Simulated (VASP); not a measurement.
# MgB2 (P4_2/nmc) in VASP: relaxation of cell and atoms with PBE

Aim: the relaxation of cell and atoms of MgB2 with PBE.

Program: VASP 6.6.1. These are calculated values, not measurements. Logs are shortened: lines on timing, memory, paths and dates and some standing lists are left out, and cuts for length are marked.

**1. The cell of the first run**

The structure is tetragonal, space group P4_2/nmc (No. 137). The conventional cell has a = 3.451 Å, b = 3.451 Å, c = 4.969 Å, α = 90.00°, β = 90.00°, γ = 90.00°. Mg (site symmetry -4m2) has 8 B at 2.00 to 2.27 Å within 2.6 Å. Within 2.6 Å of B (site symmetry 2mm) lie 4 Mg at 2.00 to 2.27 Å and 6 B at 2.48 Å.

**2. Relaxation of cell and atoms, PBE**

INCAR reads:

```
PREC = Accurate
ENCUT = 600
EDIFF = 1E-6
ISMEAR = 0
SIGMA = 0.1
LREAL = F
LASPH = T
NELM = 100
ALGO = Normal
ISIF = 3
LWAVE = F
LCHARG = F
GGA = PE
IBRION = 2
NSW = 90
EDIFFG = -0.04
```

KPOINTS reads:

```
Automatic mesh
0
Gamma
  6 6 4
```

POSCAR reads:

```
MgB2
1.0
    3.4512973841      0.0000000000      0.0000000000
    0.0000000000      3.4512973841      0.0000000000
    0.0000000000      0.0000000000      4.9685399621
Mg B
2 4
Direct
    0.0000000000      0.0000000000      0.0000000000
    0.5000000000      0.5000000000      0.5000000000
    0.0000000000      0.5000000000      0.2030000000
    0.0000000000      0.5000000000      0.7030000000
    0.5000000000      0.0000000000      0.2970000000
    0.5000000000      0.0000000000      0.7970000000
```

Potentials or basis: VASP PAW PBE potentials, release 64 (Mg, B).

On the command line:

```console
$ cat potpaw_PBE.64/Mg/POTCAR potpaw_PBE.64/B/POTCAR > POTCAR
$ mpirun -np 1 vasp_std > vasp.out
```

OUTCAR:

```text
PREC = Accurate
   ENCUT = 600
   EDIFF = 1E-6
   ISMEAR = 0
   LREAL = F
   LASPH = T
   NELM = 100
   ISIF = 3
   GGA = PE
   IBRION = 2
   NSW = 90
   EDIFFG = -0.04

 ion  position               nearest neighbor table
   1  0.000  0.000  0.000-   3 2.00   6 2.00   3 2.00   6 2.00   5 2.27   4 2.27   5 2.27   4 2.27
                             2 3.48   2 3.48   2 3.48   2 3.48   2 3.48   2 3.48   2 3.48   2 3.48
   2  0.500  0.500  0.500-   4 2.00   5 2.00   5 2.00   4 2.00   3 2.27   6 2.27   3 2.27   6 2.27
                             1 3.48   1 3.48   1 3.48   1 3.48   1 3.48   1 3.48   1 3.48   1 3.48
   3  0.000  0.500  0.203-   1 2.00   1 2.00   2 2.27   2 2.27
   4  0.000  0.500  0.703-   2 2.00   2 2.00   1 2.27   1 2.27
   5  0.500  0.000  0.297-   2 2.00   2 2.00   1 2.27   1 2.27
   6  0.500  0.000  0.797-   1 2.00   1 2.00   2 2.27   2 2.27

  LATTYP: Found a simple tetragonal cell.
 ALAT       =     3.4512973841
 C/A-ratio  =     1.4396151386

  Lattice vectors:

 A1 = (   3.4512973841,   0.0000000000,   0.0000000000)
 A2 = (   0.0000000000,   3.4512973841,   0.0000000000)
 A3 = (   0.0000000000,   0.0000000000,   4.9685399621)

Analysis of symmetry for initial positions (statically):
=====================================================================
 Subroutine PRICEL returns:
 Original cell was already a primitive cell.

 Routine SETGRP: Setting up the symmetry group for a
 simple tetragonal supercell.

 Subroutine GETGRP returns: Found 16 space group operations
 (whereof  8 operations were pure point group operations)
 out of a pool of 16 trial point group operations.

The static configuration has the point symmetry D_2d.
 The point group associated with its full space group is D_4h.

Analysis of symmetry for dynamics (positions and initial velocities):
=====================================================================
 Subroutine PRICEL returns:
 Original cell was already a primitive cell.

 Routine SETGRP: Setting up the symmetry group for a
 simple tetragonal supercell.

 Subroutine GETGRP returns: Found 16 space group operations
 (whereof  8 operations were pure point group operations)
 out of a pool of 16 trial point group operations.

The dynamic configuration has the point symmetry D_2d.
 The point group associated with its full space group is D_4h.

 Subroutine INISYM returns: Found 16 space group operations
 (whereof  8 operations are pure point group operations),
 and found     1 'primitive' translations

----------------------------------------------------------------------------------------

                                     Primitive cell

[... 102 lines left out ...]
   IBRION =      2    ionic relax: 0-MD 1-quasi-New 2-CG
   NFREE  =      1    steps in history (QN), initial steepest desc. (CG)
   ISIF   =      3    stress and relaxation
   ISYM   =      2    0-nonsym 1-usesym 2-fastsym
   POTIM  = 0.5000    time-step for ionic-motion
   TEBEG  =    0.0;   TEEND  =   0.0 temperature during run
   PSTRESS=    0.0 pullay stress
   NELECT =      16.0000    total number of electrons
   NUPDOWN=      -1.0000    fix difference up-down
   EMIN   =  10.00;   EMAX   =-10.00  energy-range for DOS
   EFERMI =   0.00;   METHOD = LEGACY
   ISMEAR =     0;   SIGMA  =   0.10  broadening in eV -4-tet -1-fermi 0-gaus
   EFERMI_NEDOS =   21; number of points for ismear=-14 and -15
   IALGO  =     38    algorithm
   IMIX   =      4    mixing-type and parameters
     AMIX     =   0.40;   BMIX     =  1.00
     AMIX_MAG =   1.60;   BMIX_MAG =  1.00
  volume/ion in A,a.u.               =       9.86        66.56
  Fermi-wavevector in a.u.,A,eV,Ry     =   1.058564  2.000395 15.246103  1.120557
  Thomas-Fermi vector in A             =   2.193878
   LORBIT       =      0    0 simple, 1 ext, 2 COOP (PROOUT), +10 PAW based schemes
   GGA     = PE    functional components
   LHFCALC =     F    Hartree Fock is set to
   AEXX    =    0.0000 exact exchange contribution
   IVDW    =     0    specifies the selected vdW correction
   LEPSILON=     F    determine dielectric tensor
   LRPA    =     F    only Hartree local field effects (RPA)
 conjugate gradient relaxation of ions
 non-spin polarized calculation
 Gauss-broadening in eV      SIGMA  =   0.10
  energy-cutoff  :      600.00
  volume of cell :       59.18
 maximum number of plane-waves:      1992
 NGX is ok and might be reduce to    28
   NGX = 13   NGY = 13   NGZ = 19

--------------------------------------- Ionic step        1  -------------------------------------------

 number of electron      16.0000000 magnetization

 Free energy of the ion-electron system (eV)
  ---------------------------------------------------
  ext. energy  EPLUGINS =         0.00000000
  ---------------------------------------------------
  free energy    TOTEN  =       -16.91463862 eV

  energy without entropy =      -16.89202771  energy(sigma->0) =      -16.90333317

------------------------ aborting loop because EDIFF is reached ----------------------------------------

  FORCE on cell =-STRESS in cart. coord.  units (eV):
  Direction    XX          YY          ZZ          XY          YZ          ZX
  --------------------------------------------------------------------------------------
  -------------------------------------------------------------------------------------
  Total       14.3643273     14.3643273     11.6319499      0.0000000      0.0000000      0.0000000
  in kB      388.8681047    388.8681047    314.8977459      0.0000000      0.0000000      0.0000000
  external PRESSURE =     364.2113184 kB  Pullay stress =       0.0000000 kB
[... 830 lines left out ...]
      1      -4.3821      2.00000
      2      -4.3821      2.00000
      3      -4.3623      2.00000
      4      -4.3623      2.00000
      5       2.4616      2.00000
      6       2.4616      2.00000
      7       2.4992      1.99998
      8       2.4992      1.99998
      9       3.0520      0.00038
     10       3.0520      0.00038
     11       3.4151      0.00000
     12       3.4151      0.00000

 [... further k-points ...]

[... ionic steps 4 to 27 ...]

--------------------------------------- Ionic step       28  -------------------------------------------

 number of electron      16.0000002 magnetization

------------------------ aborting loop because EDIFF is reached ----------------------------------------
[... 75 lines left out ...]
--------------------------------------- Ionic step       30  -------------------------------------------

 number of electron      16.0000003 magnetization

 Free energy of the ion-electron system (eV)
  ---------------------------------------------------
  ext. energy  EPLUGINS =         0.00000000
  ---------------------------------------------------
  free energy    TOTEN  =       -28.85665451 eV

  energy without entropy =      -28.85286199  energy(sigma->0) =      -28.85475825

 E-fermi :   3.6160     XC(G=0):  -9.8987

 val. band max:        3.6157300194   @ k =   0.5000   0.0000   0.5000
 cond. band min:       3.6417398919   @ k =   0.5000   0.5000   0.2500
 fundamental gap:      0.0260098726
 Fermi energy:         3.6159539629
[... 393 lines left out ...]
  FREE ENERGIE OF THE ION-ELECTRON SYSTEM (eV)
  ---------------------------------------------------
  free  energy   TOTEN  =       -28.8566545096 eV

  energy  without entropy=      -28.8528619949  energy(sigma->0) =      -28.85475825

 reached required accuracy - stopping structural energy minimisation
```

OSZICAR:

```text
N       E                     dE             d eps       ncg     rms          rms(c)
DAV:   1     0.418796376025E+02    0.41880E+02   -0.74652E+03   728   0.128E+03
DAV:   2    -0.140621880198E+02   -0.55942E+02   -0.51460E+02   900   0.181E+02
DAV:   3    -0.171519056707E+02   -0.30897E+01   -0.28839E+01   988   0.356E+01
DAV:   4    -0.172218830368E+02   -0.69977E-01   -0.69482E-01   896   0.511E+00
[... 240 lines left out ...]
  29 F= -.28856427E+02 E0= -.28854524E+02  d E =-.173908E-03
       N       E                     dE             d eps       ncg     rms          rms(c)
DAV:   1    -0.288566542143E+02   -0.22736E-03   -0.19944E-03   744   0.477E-01    0.229E-02
DAV:   2    -0.288566536320E+02    0.58228E-06   -0.11028E-05   824   0.273E-02    0.140E-02
DAV:   3    -0.288566545096E+02   -0.87759E-06   -0.79737E-07   476   0.794E-03
  30 F= -.28856655E+02 E0= -.28854758E+02  d E =-.401459E-03
```

CONTCAR:

```text
MgB2
   1.00000000000000
     4.8187855489904967   -0.0000000000000000   -0.0000000000000000
     0.0000000000000000    4.8187855489904967   -0.0000000000000000
     0.0000000000000000    0.0000000000000001    3.1265761284791562
  Mg              B
     2     4
Direct
     0.0000000000000000    0.0000000000000000    0.0000000000000000
     0.5000000000000000    0.5000000000000000    0.5000000000000000
     1.0000000000000000    0.5000000000000000    0.3509156504751973
     1.0000000000000000    0.5000000000000000    0.8509156504751971
     0.5000000000000000    0.0000000000000000    0.1490843495248025
     0.5000000000000000    0.0000000000000000    0.6490843495248029

  0.00000000E+00  0.00000000E+00  0.00000000E+00
  0.00000000E+00  0.00000000E+00  0.00000000E+00
  0.00000000E+00  0.00000000E+00  0.00000000E+00
  0.00000000E+00  0.00000000E+00  0.00000000E+00
  0.00000000E+00  0.00000000E+00  0.00000000E+00
  0.00000000E+00  0.00000000E+00  0.00000000E+00
```

Wall time 5.7 min (1 thread of Intel Xeon Platinum 8259CL at 2.50GHz (Skylake/Cascade Lake), shared host); peak memory 0.19 GiB.

What came out:

```
Free energy                            : -28.8567 eV
Relaxed volume                         : 12.10 Å³/atom
Relaxed cell                           : a = 4.819 Å, b = 4.819 Å, c = 3.127 Å, α = 90.00°, β = 90.00°, γ = 90.00°
Space group after relaxing (to 0.05 Å) : P4_2/nmc (No. 137)
Energy gained by relaxing              : 1990.3 meV/atom
Ionic steps                            : 30
Pressure after relaxing                : 0.0 GPa
Largest force after relaxing           : 0.028 eV/Å
Band gap on the k mesh                 : zero (band 8 reaches 3.64 eV, above the bottom of band 9 at 3.57 eV)
```

Forces in eV/Å, atoms in the order of the input:
```
Mg   0.000  0.000  0.000
Mg   0.000  0.000  0.000
B    0.000  0.000 -0.028
B    0.000  0.000 -0.028
B    0.000  0.000  0.028
B    0.000  0.000  0.028
```

The path:
```tsv
step	energy change (eV)	largest force (eV/Å)	pressure (GPa)	volume (Å³)
1	0.0000	3.5670	36.42	59.18
2	-2.6852	0.4851	-4.73	80.53
3	-2.7015	0.6529	-2.89	78.26
4	-2.8037	0.4132	-1.35	76.15
5	-2.8488	0.0569	1.11	73.60
6	-2.8489	0.0766	0.97	73.73
7	-2.8625	0.0066	0.18	74.42
8	-2.9002	0.2176	-1.99	76.50
9	-2.8866	0.5160	-5.51	80.65
10	-2.9093	0.3651	-3.70	78.30
11	-2.9098	0.3325	-3.33	77.89
12	-2.9111	0.3377	-3.38	77.94
13	-2.9148	0.3528	-3.55	78.11
14	-2.9218	0.3821	-3.86	78.44
15	-2.9353	0.4336	-4.45	79.09
16	-2.9637	0.5130	-5.56	80.37
17	-3.0301	0.6222	-7.48	82.84
18	-3.3464	0.5971	-10.56	87.36
19	-5.5254	0.2600	-17.30	94.44
20	-8.6816	0.0046	1.26	98.08
21	-8.1822	0.0197	-23.33	97.15
22	-10.2616	0.0126	-17.38	98.66
23	-10.1153	0.0143	-18.98	98.55
24	-11.0740	0.0119	5.43	77.04
25	-11.3923	0.0134	-5.12	83.18
26	-11.9001	0.0234	-1.68	75.11
27	-11.9411	0.0275	0.12	72.70
28	-11.9416	0.0281	0.37	72.40
29	-11.9418	0.0281	-0.34	72.75
30	-11.9420	0.0281	-0.04	72.60
```

Final structure:
```cif
data_structure
_symmetry_space_group_name_H-M 'P 1'
_symmetry_Int_Tables_number 1
_cell_length_a 4.8188
_cell_length_b 4.8188
_cell_length_c 3.1266
_cell_angle_alpha 90.000
_cell_angle_beta 90.000
_cell_angle_gamma 90.000
_cell_volume 72.60
loop_
_atom_site_label
_atom_site_type_symbol
_atom_site_fract_x
_atom_site_fract_y
_atom_site_fract_z
_atom_site_occupancy
Mg1 Mg 0.00000 0.00000 0.00000 1
Mg2 Mg 0.50000 0.50000 0.50000 1
B1 B 0.00000 0.50000 0.35092 1
B2 B 0.00000 0.50000 0.85092 1
B3 B 0.50000 0.00000 0.14908 1
B4 B 0.50000 0.00000 0.64908 1
```

Levels at points of the mesh, in eV from the Fermi level:
| k point | band 4 | band 5 | band 6 | band 7 | band 8 | band 9 | band 10 | band 11 | band 12 |
| --- | --- | --- | --- | --- | --- | --- | --- | --- | --- |
| (0.00, 0.00, 0.00) | -4.63 | -3.38 | -3.24 | -1.45 | -1.45 | -0.05 | 2.33 | 5.06 | 5.52 |
| (0.50, 0.00, 0.00) | -3.76 | -3.43 | -3.43 | -3.29 | -3.29 | 3.76 | 3.76 | 5.91 | 5.91 |
| (0.50, 0.50, 0.00) | -6.09 | -3.27 | -3.27 | -0.87 | -0.87 | 5.79 | 5.79 | 5.84 | 5.84 |
| (0.00, 0.00, 0.50) | -6.48 | -1.04 | -1.04 | -0.99 | -0.99 | 2.08 | 2.08 | 2.16 | 2.16 |
| (0.50, 0.00, 0.50) | -7.48 | -0.42 | -0.42 | -0.38 | -0.38 | 0.00 | 0.00 | 0.35 | 0.35 |
| (0.50, 0.50, 0.50) | -7.30 | -2.36 | -2.36 | -2.35 | -2.35 | 2.35 | 2.35 | 3.11 | 3.11 |

Caveat: the volume moved by over 15 % at a fixed basis, so the end points are rough.
